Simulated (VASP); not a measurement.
Wanted: the native input for a VASP 6.6.1 run.

- Task: electric field gradients
- Functional: HSE06
- Potentials or basis: VASP PAW PBE potentials, release 64 (Al, Ge_d, O)
- Cutoff: 520 eV
- k mesh: 1 × 1 × 1, shifted
- Occupations: fermi-dirac, width 0.01 eV
- Spin: collinear spin
- Fixed moment: 1 μB
- Dipole correction: no
- Grid for exact exchange (PRECFOCK): Fast
- Further INCAR settings: LREAL = Auto; ALGO = Normal; EDIFF = 1e-08; NBANDS = 132
- Share of exact exchange: 0.25
- Screening parameter: 0.2079 1/Å

Al15GeO24 (a cell with a defect):

```
Al Ge O
1.0
     2.40394    1.38792    4.37421
    -4.80788    2.77583    8.74841
     0.00000   -5.55167    8.74841
Al Ge O
15 1 24
Direct
  0.65996 0.32473 0.32205
  0.14880 0.07502 0.07370
  0.35431 0.17489 0.17514
  0.64797 0.32085 0.82961
  0.85070 0.42683 0.92723
  0.15506 0.06834 0.57569
  0.35652 0.17264 0.67813
  0.64259 0.82938 0.32360
  0.85604 0.92626 0.42515
  0.14928 0.57601 0.07061
  0.35016 0.68015 0.17300
  0.64831 0.82316 0.82393
  0.85201 0.92630 0.92611
  0.13916 0.57435 0.57521
  0.34769 0.67585 0.67854
  0.86421 0.42919 0.43208
  0.44539 0.02752 0.37433
  0.94803 0.12435 0.27745
  0.06056 0.37625 0.21172
  0.75043 0.22186 0.02828
  0.28472 0.26173 0.47402
  0.55194 0.47221 0.12604
  0.44491 0.02759 0.87561
  0.94554 0.12459 0.77776
  0.05397 0.37388 0.72139
  0.75934 0.21187 0.53020
  0.24914 0.27730 0.97183
  0.52704 0.47198 0.64179
  0.41910 0.52868 0.37630
  0.94167 0.64359 0.26150
  0.05785 0.87773 0.22148
  0.74935 0.72280 0.02690
  0.25141 0.77592 0.47217
  0.55733 0.97435 0.12341
  0.44502 0.52849 0.87556
  0.93740 0.62564 0.77938
  0.05599 0.87341 0.72292
  0.74639 0.72128 0.52731
  0.25217 0.78049 0.96818
  0.55998 0.96581 0.62673
```

One way to write it, as run:

POSCAR

```
Al15GeO24
1.0
    2.4039417622      1.3879164235      4.3742070937
   -4.8078835245      2.7758328471      8.7484141875
    0.0000000000     -5.5516656942      8.7484141875
Al Ge O
15 1 24
Direct
    0.6599621073      0.3247265379      0.3220482564
    0.1487951277      0.0750157175      0.0736985040
    0.3543090196      0.1748879486      0.1751377845
    0.6479677952      0.3208487434      0.8296110781
    0.8506979836      0.4268281543      0.9272336757
    0.1550550577      0.0683395594      0.5756937635
    0.3565249228      0.1726355433      0.6781270741
    0.6425927044      0.8293790143      0.3236018244
    0.8560371821      0.9262604021      0.4251507115
    0.1492837635      0.5760142169      0.0706146067
    0.3501598877      0.6801538658      0.1730004222
    0.6483116558      0.8231598311      0.8239288809
    0.8520118336      0.9263037019      0.9261096479
    0.1391550707      0.5743481054      0.5752115032
    0.3476932729      0.6758532446      0.6785381526
    0.8642082916      0.4291862694      0.4320789439
    0.4453928762      0.0275155988      0.3743311190
    0.9480336005      0.1243502803      0.2774538701
    0.0605603832      0.3762478216      0.2117187637
    0.7504305558      0.2218631993      0.0282765005
    0.2847158613      0.2617288392      0.4740171915
    0.5519401398      0.4722057251      0.1260350210
    0.4449130407      0.0275881855      0.8756064851
    0.9455427811      0.1245855018      0.7777556997
    0.0539703041      0.3738776503      0.7213891041
    0.7593412280      0.2118718742      0.5302011074
    0.2491384207      0.2773012964      0.9718274917
    0.5270402350      0.4719811245      0.6417909808
    0.4191020243      0.5286786846      0.3762990086
    0.9416685171      0.6435894384      0.2615010525
    0.0578450403      0.8777250298      0.2214757232
    0.7493526852      0.7228036378      0.0269038141
    0.2514089153      0.7759181635      0.4721739593
    0.5573328949      0.9743533504      0.1234064946
    0.4450200697      0.5284899455      0.8755632499
    0.9374004148      0.6256420184      0.7793825584
    0.0559898529      0.8734115516      0.7229189052
    0.7463916916      0.7212773776      0.5273060593
    0.2521665898      0.7804863486      0.9681795735
    0.5599793971      0.9658093759      0.6267255799
```

INCAR.step1

```
PREC = Accurate
ENCUT = 520
ISMEAR = -1
SIGMA = 0.01
LREAL = Auto
LASPH = T
NELM = 150
ALGO = Normal
ISIF = 2
LWAVE = T
LCHARG = F
ISPIN = 2
MAGMOM = 0 0 0 0 0 0 0 0 0 0 0 0 0 0 0 0.24 0 0 0.06 0 0.12 0 0 0 0 0.06 0 0.12 0.06 0.14 0 0 0 0 0 0.01 0 0 0 0.01
LORBIT = 11
NUPDOWN = 1.0
GGA = PE
EDIFF = 1E-5
NBANDS = 132
```

INCAR.step2

```
PREC = Accurate
ENCUT = 520
EDIFF = 1E-8
ISMEAR = -1
SIGMA = 0.01
LREAL = Auto
LASPH = T
NELM = 150
ALGO = Normal
ISIF = 2
LWAVE = F
LCHARG = F
ISPIN = 2
MAGMOM = 0 0 0 0 0 0 0 0 0 0 0 0 0 0 0 0.24 0 0 0.06 0 0.12 0 0 0 0 0.06 0 0.12 0.06 0.14 0 0 0 0 0 0.01 0 0 0 0.01
LORBIT = 11
NUPDOWN = 1.0
GGA = PE
LHFCALC = T
HFSCREEN = 0.2079
PRECFOCK = Fast
LEFG = T
ISTART = 1
NBANDS = 132
```

KPOINTS

```
Automatic mesh
0
Gamma
  1 1 1
  0.25 0.25 0.25
```

Potentials or basis: VASP PAW PBE potentials, release 64 (Al, Ge_d, O).

Run with:

```sh
$ cat potpaw_PBE.64/Al/POTCAR potpaw_PBE.64/Ge_d/POTCAR potpaw_PBE.64/O/POTCAR > POTCAR
$ cp INCAR.step1 INCAR
$ mpirun -np 1 vasp_std > vasp.out
$ cp INCAR.step2 INCAR
$ mpirun -np 1 vasp_std > vasp.out
```

It gave:

* Pressure: -3.5 GPa
* Largest force: 0.179 eV/Å
* Net moment: 1.00 μB per cell
* Site moments: Al -0.00, +0.00 (each value once); Ge +0.37; O -0.00, +0.00, +0.05, +0.11, +0.06, +0.12, +0.01 (each value once) μB
* Largest electric field gradient by atom: Al +8.5, +6.6, +7.8, +7.2, +8.3, +7.1, +10.4, +9.1, -6.9, +8.0, +6.8, +6.5, +5.8, -8.4 (each value once); Ge +40.2; O -38.9, -37.8, -38.7, -41.2, -44.7, -39.2, -41.1, -40.9, -42.0, -38.1, -46.5, -39.9, -40.4, -39.3, -40.0, -38.5, -41.4, -39.0 (each value once) V/Å²
* Valence electrons inside the program's atomic spheres: Al 0.74, 0.75 (each value once); Ge 12.26; O 5.21, 5.18, 5.19, 5.20, 5.17 (each value once)

Caveat: the k points lie up to 1.22 Å⁻¹ apart, too coarse for converged energies, forces and pressures; without QUAD_EFG the Cq values of the log hold for a quadrupole moment of 1 mb, not for the nuclei; the PAW data sets were made with another functional, which shifts forces and pressure a little; the total moment is fixed, so each spin has its own Fermi level and the state may be an excited one.

It took 27 min on 1 thread of Intel(R) Xeon(R) 6975P-C (Granite Rapids) (shared host), peak memory 0.98 GiB.
